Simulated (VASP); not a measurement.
# GdN (Fm-3m) in VASP: further runs, part 2 of 2

VASP 6.6.1. Earlier steps stand in the parts before.

### 3 Single point, PBE, collinear spin, ferromagnetic start (15.17 Å³/atom)

This run uses another cell than the first one, of 15.17 Å³/atom.

Input file INCAR:

```
SYSTEM = GdN
  ALGO = Normal
  EDIFF = 1E-6
  ENCUT = 520
  GGA = PE
  ISIF = 2
  ISMEAR = 0
  ISPIN = 2
  LASPH = .True.
  LCHARG = .True.
  LELF = .True.
  LMAXMIX = 6
  LORBIT = 11
  LREAL = .False.
  LVHAR = .True.
  LWAVE = .False.
  MAGMOM = 7.55 0
  NBANDS = 22
  NELM = 150
  PREC = Accurate
  SIGMA = 0.05
```

Input file KPOINTS:

```
k-points
0
Gamma
  12 12 12
  0 0 0
```

Input file POSCAR:

```
GdN
1.0
    0.0000000000      2.4755580926      2.4755580926
    2.4755580926      0.0000000000      2.4755580926
    2.4755580926      2.4755580926      0.0000000000
Gd N
1 1
Direct
    0.0000000000      0.0000000000      0.0000000000
    0.5000000000      0.5000000000      0.5000000000
```

Potentials or basis: VASP PAW PBE potentials, release 64 (Gd, N).

Run with:

```bash
> cat potpaw_PBE.64/Gd/POTCAR potpaw_PBE.64/N/POTCAR > POTCAR
> mpirun -np 1 vasp_std > vasp.out
```

OUTCAR:

```text
SYSTEM = GdN
   EDIFF = 1E-6
   ENCUT = 520
   GGA = PE
   ISIF = 2
   ISMEAR = 0
   ISPIN = 2
   LASPH = .True.
   LORBIT = 11
   LREAL = .False.
   NELM = 150
   PREC = Accurate

 ion  position               nearest neighbor table
   1  0.000  0.000  0.000-   2 2.48   2 2.48   2 2.48   2 2.48   2 2.48   2 2.48
   2  0.500  0.500  0.500-   1 2.48   1 2.48   1 2.48   1 2.48   1 2.48   1 2.48

  LATTYP: Found a face centered cubic cell.
 ALAT       =     4.9511161852

  Lattice vectors:

 A1 = (   0.0000000000,   2.4755580926,   2.4755580926)
 A2 = (   2.4755580926,   0.0000000000,   2.4755580926)
 A3 = (   2.4755580926,   2.4755580926,   0.0000000000)

Analysis of symmetry for initial positions (statically):
=====================================================================
 Subroutine PRICEL returns:
 Original cell was already a primitive cell.

 Routine SETGRP: Setting up the symmetry group for a
 face centered cubic supercell.

 Subroutine GETGRP returns: Found 48 space group operations
 (whereof 48 operations were pure point group operations)
 out of a pool of 48 trial point group operations.

The static configuration has the point symmetry O_h .

Analysis of symmetry for dynamics (positions and initial velocities):
=====================================================================
 Subroutine PRICEL returns:
 Original cell was already a primitive cell.

 Routine SETGRP: Setting up the symmetry group for a
 face centered cubic supercell.

 Subroutine GETGRP returns: Found 48 space group operations
 (whereof 48 operations were pure point group operations)
 out of a pool of 48 trial point group operations.

The dynamic configuration has the point symmetry O_h .

Analysis of structural, dynamic, and magnetic symmetry:
=====================================================================
 Subroutine PRICEL returns:
 Original cell was already a primitive cell.

 Routine SETGRP: Setting up the symmetry group for a
 face centered cubic supercell.

 Subroutine GETGRP returns: Found 48 space group operations
 (whereof 48 operations were pure point group operations)
 out of a pool of 48 trial point group operations.

The overall configuration has the point symmetry O_h .

 Subroutine INISYM returns: Found 48 space group operations
 (whereof 48 operations are pure point group operations),
 and found     1 'primitive' translations

----------------------------------------------------------------------------------------

                                     Primitive cell

  volume of cell :      30.3424

  direct lattice vectors                    reciprocal lattice vectors
     0.000000000  2.475558093  2.475558093    -0.201974658  0.201974658  0.201974658
     2.475558093  0.000000000  2.475558093     0.201974658 -0.201974658  0.201974658
     2.475558093  2.475558093  0.000000000     0.201974658  0.201974658 -0.201974658

  length of vectors
     3.500967829  3.500967829  3.500967829     0.349830370  0.349830370  0.349830370

  position of ions in fractional coordinates (direct lattice)
     0.000000000  0.000000000  0.000000000
     0.500000000  0.500000000  0.500000000

  ion indices of the primitive-cell ions
   primitive index   ion index
                 1           1
                 2           2

----------------------------------------------------------------------------------------
[... 68 lines left out ...]
   ENCUT  =  520.0 eV  38.22 Ry    6.18 a.u.   6.51  6.51  6.51*2*pi/ulx,y,z
   NELM   =    150;   NELMIN=  2; NELMDL= -5     # of ELM steps
   EDIFF  = 0.1E-05   stopping-criterion for ELM
   LREAL  =      F    real-space projection
   EDIFFG = 0.1E-04   stopping-criterion for IOM
   NSW    =      0    number of steps for IOM
   IBRION =     -1    ionic relax: 0-MD 1-quasi-New 2-CG
   NFREE  =      0    steps in history (QN), initial steepest desc. (CG)
   ISIF   =      2    stress and relaxation
   ISYM   =      2    0-nonsym 1-usesym 2-fastsym
   POTIM  = 0.5000    time-step for ionic-motion
   TEBEG  =    0.0;   TEEND  =   0.0 temperature during run
   PSTRESS=    0.0 pullay stress
   NELECT =      23.0000    total number of electrons
   NUPDOWN=      -1.0000    fix difference up-down
   EMIN   =  10.00;   EMAX   =-10.00  energy-range for DOS
   EFERMI =   0.00;   METHOD = LEGACY
   ISMEAR =     0;   SIGMA  =   0.05  broadening in eV -4-tet -1-fermi 0-gaus
   EFERMI_NEDOS =   21; number of points for ismear=-14 and -15
   IALGO  =     38    algorithm
   IMIX   =      4    mixing-type and parameters
     AMIX     =   0.40;   BMIX     =  1.00
     AMIX_MAG =   1.60;   BMIX_MAG =  1.00
  volume/ion in A,a.u.               =      15.17       102.38
  Fermi-wavevector in a.u.,A,eV,Ry     =   1.492683  2.820762 30.315185  2.228103
  Thomas-Fermi vector in A             =   2.605180
   LORBIT       =     11    0 simple, 1 ext, 2 COOP (PROOUT), +10 PAW based schemes
   GGA     = PE    functional components
   LHFCALC =     F    Hartree Fock is set to
   AEXX    =    0.0000 exact exchange contribution
   IVDW    =     0    specifies the selected vdW correction
   LEPSILON=     F    determine dielectric tensor
   LRPA    =     F    only Hartree local field effects (RPA)
 spin polarized calculation
 Gauss-broadening in eV      SIGMA  =   0.05
  energy-cutoff  :      520.00
  volume of cell :       30.34
 maximum number of plane-waves:       869
 NGX is ok and might be reduce to    28
   NGX = 13   NGY = 13   NGZ = 13

 number of electron      23.0000005 magnetization       6.9995774

 Free energy of the ion-electron system (eV)
  ---------------------------------------------------
  ext. energy  EPLUGINS =         0.00000000
  ---------------------------------------------------
  free energy    TOTEN  =       -23.20975710 eV

  energy without entropy =      -23.20962052  energy(sigma->0) =      -23.20968881

 E-fermi :   4.0984     XC(G=0): -11.6896

 val. band max:        4.0083889290   @ k =   0.0833   0.0000   0.0000
 cond. band min:       4.1027293757   @ k =   0.3333   0.3333   0.0000
 fundamental gap:      0.0943404467
 Fermi energy:         4.0984184098

 spin component 1

 k-point     1 :       0.0000    0.0000    0.0000
  band No.  band energies     occupation
      1     -39.6540      1.00000
      2     -16.6325      1.00000
      3     -16.6325      1.00000
      4     -16.6325      1.00000
      5      -9.0748      1.00000
      6       0.4759      1.00000
[... 589 lines left out ...]
     21      14.4112      0.00000
     22      16.4586      0.00000

 [... further k-points ...]

 spin component 2

 k-point     1 :       0.0000    0.0000    0.0000
  band No.  band energies     occupation
      1     -36.5605      1.00000
      2     -14.3855      1.00000
      3     -14.3855      1.00000
      4     -14.3855      1.00000
      5      -9.0618      1.00000
      6       3.1521      1.00000
[... 589 lines left out ...]
     21      15.5342      0.00000
     22      17.3610      0.00000

 [... further k-points ...]

------------------------ aborting loop because EDIFF is reached ----------------------------------------

  FORCE on cell =-STRESS in cart. coord.  units (eV):
  Direction    XX          YY          ZZ          XY          YZ          ZX
  --------------------------------------------------------------------------------------
  -------------------------------------------------------------------------------------
  Total        0.5879486      0.5879486      0.5879486      0.0000000      0.0000000     -0.0000000
  in kB       31.0456362     31.0456362     31.0456362      0.0000000      0.0000000     -0.0000000
  external PRESSURE =      31.0456362 kB  Pullay stress =       0.0000000 kB

 VOLUME and BASIS-vectors are now :
 -----------------------------------------------------------------------------
  energy-cutoff  :      520.00
  volume of cell :       30.34
      direct lattice vectors                 reciprocal lattice vectors
     0.000000000  2.475558093  2.475558093    -0.201974658  0.201974658  0.201974658
     2.475558093  0.000000000  2.475558093     0.201974658 -0.201974658  0.201974658
     2.475558093  2.475558093  0.000000000     0.201974658  0.201974658 -0.201974658

 POSITION                                       TOTAL-FORCE (eV/Angst)
 -----------------------------------------------------------------------------------
      0.00000      0.00000      0.00000         0.000000     -0.000000      0.000000
      2.47556      2.47556      2.47556         0.000000      0.000000     -0.000000
 -----------------------------------------------------------------------------------
    total drift:                               -0.000000      0.000000      0.000000

  FREE ENERGIE OF THE ION-ELECTRON SYSTEM (eV)
  ---------------------------------------------------
  free  energy   TOTEN  =       -23.2097571023 eV

  energy  without entropy=      -23.2096205161  energy(sigma->0) =      -23.20968881

 total charge

# of ion       s       p       d       f       tot
--------------------------------------------------
    1        2.035   5.667   0.546   6.998  15.246
    2        1.251   2.393   0.000   0.000   3.645
--------------------------------------------------
tot          3.286   8.060   0.546   6.998  18.890

 magnetization (x)

# of ion       s       p       d       f       tot
--------------------------------------------------
    1       -0.005  -0.080   0.086   6.803   6.803
    2       -0.007  -0.080   0.000   0.000  -0.087
--------------------------------------------------
tot         -0.013  -0.160   0.086   6.803   6.716
```

OSZICAR:

```text
N       E                     dE             d eps       ncg     rms          rms(c)
DAV:   1     0.130137569844E+03    0.13014E+03   -0.82378E+03  8794   0.547E+03
DAV:   2    -0.534395650913E+01   -0.13548E+03   -0.11700E+03  8722   0.442E+02
[... 28 lines left out ...]
DAV:  31    -0.232103538363E+02   -0.21446E-03   -0.19526E-04 10374   0.613E-01    0.784E+00
DAV:  32    -0.232100688165E+02    0.28502E-03   -0.30371E-04  7844   0.955E-01    0.458E+00
DAV:  33    -0.232097999772E+02    0.26884E-03   -0.55246E-04  7886   0.125E+00    0.204E+00
DAV:  34    -0.232097505881E+02    0.49389E-04   -0.53418E-04  9134   0.122E+00    0.302E-01
DAV:  35    -0.232097580580E+02   -0.74699E-05   -0.13143E-04 10704   0.121E-01    0.197E-01
DAV:  36    -0.232097571023E+02    0.95569E-06   -0.70285E-06  9800   0.787E-02
   1 F= -.23209757E+02 E0= -.23209689E+02  d E =-.136586E-03  mag=     6.9993
```

stdout:

```text
POSCAR found type information on POSCAR GdN
 POSCAR found :  2 types and       2 ions
 scaLAPACK will be used
 LDA part: xc-table for (Slater+PW92), standard interpolation
 POSCAR, INCAR and KPOINTS ok, starting setup
 FFT: planning ... GRIDC
 FFT: planning ... GRID_SOFT
 FFT: planning ... GRID
 WAVECAR not read
 entering main loop
```

Wall time 13 min (1 thread of Intel Xeon 8259CL, shared host); peak memory 0.25 GiB.

What came out:

| Property | Result |
| --- | --- |
| Free energy | -23.2098 eV |
| Pressure | 3.1 GPa |
| Band gap on the k mesh | zero (filled and empty bands overlap) |
| Net moment | 7.00 μB per cell |
| Site moments | Gd +6.80; N -0.09 μB |
| Valence electrons inside the program's atomic spheres | Gd 15.25; N 3.65 |

Caveat: the cell stands under pressure; spin-orbit coupling is left out, which moves the levels of the heavy elements; a cell with one magnetic atom can't hold antiferromagnetic order, which such compounds often take; semilocal functionals describe open f shells poorly, which spoils levels, moments and volumes. With open d or f shells a metallic result of PBE can be an artefact of self-interaction; +U or a hybrid may open a gap.

### 4 Single point, PBE, collinear spin, ferromagnetic start (15.48 Å³/atom)

This run uses another cell than the first one, of 15.48 Å³/atom.

Input file INCAR:

```
PREC = Accurate ; ENCUT = 520
EDIFF = 1E-7 ; ISMEAR = 0
SIGMA = 0.05 ; LREAL = F
LASPH = T ; NELM = 150
ALGO = Normal ; ISIF = 2
LWAVE = F ; LCHARG = F
ISPIN = 2 ; MAGMOM = 7.55 0
LORBIT = 11 ; LMAXMIX = 6
GGA = PE ; NBANDS = 22
```

Input file KPOINTS:

```
regular mesh
0
Gamma
  12 12 12
```

Input file POSCAR:

```
GdN
1.0
    0.0000000000      2.4922853439      2.4922853439
    2.4922853439      0.0000000000      2.4922853439
    2.4922853439      2.4922853439      0.0000000000
Gd N
1 1
Direct
    0.0000000000      0.0000000000      0.0000000000
    0.5000000000      0.5000000000      0.5000000000
```

Run with:

```bash
> cat potpaw_PBE.64/Gd/POTCAR potpaw_PBE.64/N/POTCAR > POTCAR
> mpirun -np 1 vasp_std > vasp.out
```

It took 11 min on 1 thread of Intel Xeon 8259CL, shared host; peak memory 0.25 GiB.

It converged, with:

- Free energy: -23.2164 eV
- Pressure: 0.0 GPa
- Band gap on the k mesh: zero (filled and empty bands overlap)
- Net moment: 7.00 μB per cell
- Site moments: Gd +6.80; N -0.08 μB
- Valence electrons inside the program's atomic spheres: Gd 15.23; N 3.63

Levels at points of the mesh, in eV from the Fermi level:
Spin up:
```csv
k point,band 11,band 12,band 13,band 14,band 15,band 16,band 17,band 18,band 19,band 20
"(0.00, 0.00, 0.00)",-3.26,-3.26,0.20,0.20,0.20,2.45,2.45,2.45,3.16,4.57
"(0.50, 0.00, 0.00)",-3.28,-3.25,-3.25,-2.63,-2.63,5.05,5.82,5.82,6.59,9.90
"(0.50, 0.50, 0.00)",-3.32,-3.32,-1.51,-0.52,-0.24,-0.24,6.45,6.49,7.54,7.54
```
Spin down:
```csv
k point,band 6,band 7,band 8,band 9,band 10,band 11
"(0.00, 0.00, 0.00)",-0.92,-0.92,-0.92,1.65,2.19,2.19
"(0.50, 0.00, 0.00)",-4.14,-2.51,-2.51,1.78,1.88,1.88
"(0.50, 0.50, 0.00)",-1.17,-0.86,-0.86,0.19,1.93,1.99
```

Caveat: spin-orbit coupling is left out, which moves the levels of the heavy elements; a cell with one magnetic atom can't hold antiferromagnetic order, which such compounds often take; semilocal functionals describe open f shells poorly, which spoils levels, moments and volumes. With open d or f shells a metallic result of PBE can be an artefact of self-interaction; +U or a hybrid may open a gap.

### 5 Single point, PBE, collinear spin, ferromagnetic start (15.79 Å³/atom)

This run uses another cell than the first one, of 15.79 Å³/atom.

Input file INCAR:

```
SYSTEM = GdN
PREC = Accurate
ENCUT = 520
EDIFF = 1E-6
ISMEAR = 0
SIGMA = 0.05
LREAL = .FALSE.
LASPH = .TRUE.
NELM = 150
ALGO = Normal
ISIF = 2
LWAVE = .FALSE.
LCHARG = .TRUE.
ISPIN = 2
MAGMOM = 7.55 0
LORBIT = 11
LMAXMIX = 6
GGA = PE
LELF = .TRUE.
LVHAR = .TRUE.
NBANDS = 22
```

Input file KPOINTS:

```
Automatic mesh
0
G
  12 12 12
  0 0 0
```

Input file POSCAR:

```
GdN
1.0
    0.0000000000      2.5087910259      2.5087910259
    2.5087910259      0.0000000000      2.5087910259
    2.5087910259      2.5087910259      0.0000000000
Gd N
1 1
Direct
    0.0000000000      0.0000000000      0.0000000000
    0.5000000000      0.5000000000      0.5000000000
```

Run with:

```bash
> cat potpaw_PBE.64/Gd/POTCAR potpaw_PBE.64/N/POTCAR > POTCAR
> mpirun -np 1 vasp_std > vasp.out
```

It took 8.6 min on 1 thread of Intel Xeon 8259CL, shared host; peak memory 0.25 GiB.

The run converged. Its results:

| Quantity | Value |
| --- | --- |
| Free energy | -23.2116 eV |
| Pressure | -2.8 GPa |
| Band gap on the k mesh | zero (filled and empty bands overlap) |
| Net moment | 7.00 μB per cell |
| Site moments | Gd +6.80; N -0.08 μB |
| Valence electrons inside the program's atomic spheres | Gd 15.21; N 3.62 |

Levels at points of the mesh, in eV from the Fermi level:
Spin up:
```csv
k point,band 12,band 13,band 14,band 15,band 16,band 17,band 18,band 19
"(0.00, 0.00, 0.00)",-3.31,0.19,0.19,0.19,2.45,2.45,2.45,3.02
"(0.50, 0.00, 0.00)",-3.31,-3.30,-2.55,-2.55,4.98,5.73,5.73,6.47
"(0.50, 0.50, 0.00)",-3.37,-1.52,-0.45,-0.26,-0.26,6.32,6.35,7.41
```
Spin down:
| k point | band 6 | band 7 | band 8 | band 9 | band 10 | band 11 |
| --- | --- | --- | --- | --- | --- | --- |
| (0.00, 0.00, 0.00) | -0.88 | -0.88 | -0.88 | 1.61 | 2.13 | 2.13 |
| (0.50, 0.00, 0.00) | -4.06 | -2.43 | -2.43 | 1.74 | 1.84 | 1.84 |
| (0.50, 0.50, 0.00) | -1.19 | -0.85 | -0.85 | 0.25 | 1.88 | 1.94 |

Caveat: spin-orbit coupling is left out, which moves the levels of the heavy elements; a cell with one magnetic atom can't hold antiferromagnetic order, which such compounds often take; semilocal functionals describe open f shells poorly, which spoils levels, moments and volumes.

### 6 Summary

```tsv
cell	gap on the mesh (eV)	pressure (GPa)	moment (μB)
a = 3.477 Å, angles 60.0°, 2 atoms	none	6.6	7.00
a = 3.501 Å, angles 60.0°, 2 atoms	none	3.1	7.00
a = 3.525 Å, angles 60.0°, 2 atoms	none	0.0	7.00
a = 3.548 Å, angles 60.0°, 2 atoms	none	-2.8	7.00
```

Alike in all rows: task single point; level PBE; potentials or basis VASP PAW PBE potentials, release 64 (Gd, N); spin collinear, ferromagnetic start; k mesh 12 × 12 × 12; cutoff (eV) 520; smearing gaussian 0.05 eV.

Caveats: spin-orbit coupling is left out, which moves the levels of the heavy elements; a cell with one magnetic atom can't hold antiferromagnetic order, which such compounds often take; semilocal functionals describe open f shells poorly, which spoils levels, moments and volumes; the cell stands under pressure (at least some runs).

Total energies depend on the potentials used, so only differences within one code and one set of settings carry meaning.

The gap in the log of VASP goes by the Fermi energy; the results here count the filled bands.